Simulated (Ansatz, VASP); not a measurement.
**BN: VASP beside Ansatz**

Contents of POSCAR:

```
BN
1.0
    0.0000000000      1.8123409538      1.8123409538
    1.8123409538      0.0000000000      1.8123409538
    1.8123409538      1.8123409538      0.0000000000
B N
1 1
Direct
    0.2500000000      0.2500000000      0.2500000000
    0.5000000000      0.5000000000      0.5000000000
```

Contents of INCAR.step1:

```
ALGO = Normal
EDIFF = 1E-5
ENCUT = 910
GGA = PE
GGA_COMPAT = False
ISMEAR = 0
LASPH = True
LCHARG = False
LREAL = False
LWAVE = True
NBANDS = 11
NELM = 120
PREC = Accurate
SIGMA = 0.02
```

Contents of INCAR.step2:

```
ALGO = Normal
EDIFF = 1E-6
ENCUT = 910
GGA_COMPAT = False
ISIF = 2
ISMEAR = 0
ISTART = 1
LASPH = True
LCHARG = False
LMIXTAU = True
LREAL = False
LWAVE = False
METAGGA = R2SCAN
NBANDS = 11
NELM = 120
PREC = Accurate
SIGMA = 0.02
```

Contents of KPOINTS:

```
k-points
0
Gamma
  12 12 12
```

Input for Ansatz:

```yaml
crystal:
  lattice:
    - [0.0, 1.8123409538, 1.8123409538]
    - [1.8123409538, 0.0, 1.8123409538]
    - [1.8123409538, 1.8123409538, 0.0]
  atoms:
    - { symbol: B, position: [0.25, 0.25, 0.25] }
    - { symbol: "N", position: [0.5, 0.5, 0.5] }
basis:
  ecutwfc: 500
kpoints:
  mp_grid: { grid: [12, 12, 12] }
  band_path:
    path:
      - [[0.0, 0.0, 0.0], [-0.5, -0.5, 0.0], [-0.375, -0.375, 0.25]]
      - [[-0.375, 0.0, 0.375], [0.0, 0.0, 0.0], [0.0, 0.0, 0.5], [-0.5, -0.25, 0.25], [-0.5, -0.5, 0.0]]
    npoints: 14
hamiltonian:
  xc: r2scan
scf:
  occupations: { method: gaussian, width: 0.02 }
  n_extra_bands: 6
output:
  forces: true
  stress: true
  eigenvalues: true
  populations: true
  dos: { projected: true, de: 0.02, nscf_kmesh: { grid: [18, 18, 18] } }
  bader: true
  write_density: true
  write_potential: true
  elf: true
  volumetric_format: npy
```

Alike in both runs: task single point; functional r2SCAN; k mesh 12 × 12 × 12; occupations gaussian, width 0.02 eV; no spin polarisation.

|  | VASP | Ansatz |
| --- | --- | --- |
| version | VASP 6.6.1 | Ansatz 0.2.0 |
| potentials or method | VASP PAW PBE potentials, release 64 (B_h, N_h), cutoff 910 eV | scalar-relativistic, plane waves, PAW |
| valence electrons in the cell | 8 | 8 |

VASP gave:

| Item | Value |
| --- | --- |
| gap on the k mesh at the Fermi level (eV) | 4.98 |
| least direct gap on the mesh (eV) | 9.51 |

Problem. Estimate Ansatz's values.

Solution. gap on the k mesh at the Fermi level (eV): 4.99; least direct gap on the mesh (eV): 9.52.

VASP's potentials were made for PBE, not for r2SCAN.

Noted on VASP's run: the cutoff is short for stress, so the pressure is rough.
